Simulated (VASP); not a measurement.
Crystal: Li3Si2N.

```
Li Si N
1.0
     4.15747    0.00000    0.00000
    -2.07874    3.60048    0.00000
     0.00000    0.00000    4.86319
Li Si N
3 2 1
Direct
  0.36922 0.00000 0.50000
  0.00000 0.36922 0.50000
  0.63078 0.63078 0.50000
  0.00000 0.00000 0.70122
  0.00000 0.00000 0.29878
  0.00000 0.00000 0.00000
```

The cell was built from a structure type or drawn by symmetry, and may not be a known phase.

```yaml
Program: VASP 6.6.1
Task: relaxation of cell and atoms
Functional: PBE
Potentials_or_basis: VASP PAW PBE potentials, release 64 (Li_sv, Si, N)
Cutoff: 600 eV
k_mesh: 6 × 6 × 4
Occupations: gaussian, width 0.1 eV
Spin: no spin polarisation
```

At the start: pressure 78.5 GPa; volume 12.13 Å³/atom.

**Question.** Where does the relaxation end?

**Answer.** Over 32 steps the energy falls by 1942.2 meV/atom and the volume is 20.72 Å³/atom (+70.8 %); space group P-62m (No. 189, to 0.1 Å) before and after.

Step by step:
```csv
step,energy change (eV),largest force (eV/Å),pressure (GPa),volume (Å³)
1,0.0000,7.9993,78.52,72.80
2,-7.2015,3.1484,-11.70,151.26
3,-10.6204,3.1524,0.82,110.68
4,-10.6243,3.1054,1.71,109.46
5,-10.6200,3.0661,2.43,108.53
6,-10.9346,4.7944,9.01,115.51
7,-11.2100,0.9321,5.37,112.88
8,-11.4487,0.2246,0.55,123.65
9,-11.4665,0.1100,-1.10,128.31
10,-11.5072,1.1887,-0.18,132.30
11,-11.5132,0.8414,-0.44,131.26
12,-11.5580,0.2784,-0.97,131.93
13,-11.5691,0.3466,-1.48,132.62
14,-11.5706,0.1400,-1.33,132.41
15,-11.5784,0.3312,0.30,129.35
16,-11.5833,0.1635,-0.34,130.50
17,-11.5947,0.1845,-0.20,128.56
18,-11.5969,0.3578,-0.08,127.23
19,-11.6070,0.1839,0.39,125.72
20,-11.6120,0.1657,1.06,123.68
21,-11.6190,0.1485,0.82,123.45
22,-11.6237,0.1497,0.39,122.99
23,-11.6289,0.0998,0.39,123.18
24,-11.6367,0.3127,0.42,123.74
25,-11.6436,0.0705,-0.11,124.62
26,-11.6452,0.1100,-0.48,125.27
27,-11.6493,0.0688,-0.42,125.52
28,-11.6512,0.0262,-0.33,125.83
29,-11.6518,0.0268,-0.20,125.49
30,-11.6523,0.1009,0.05,124.87
31,-11.6527,0.0642,0.04,124.69
32,-11.6530,0.0288,0.03,124.33
```

Final structure:
```
CELL_PARAMETERS angstrom
4.94948 0.00000 0.00000
-2.47474 4.28638 0.00000
0.00000 0.00000 5.86041
ATOMIC_POSITIONS crystal
Li 0.48795 0.00000 0.50000
Li 0.00000 0.48795 0.50000
Li 0.51205 0.51205 0.50000
Si 0.00000 0.00000 0.71705
Si 0.00000 0.00000 0.28295
N 0.00000 0.00000 0.00000
```

Caveat: the cutoff is under 1.25 times the usual one of these potentials, so pressure, stress and relaxed cells hold a basis-set (Pulay) error; the volume moved by over 15 % at a fixed basis, so the end points are rough.
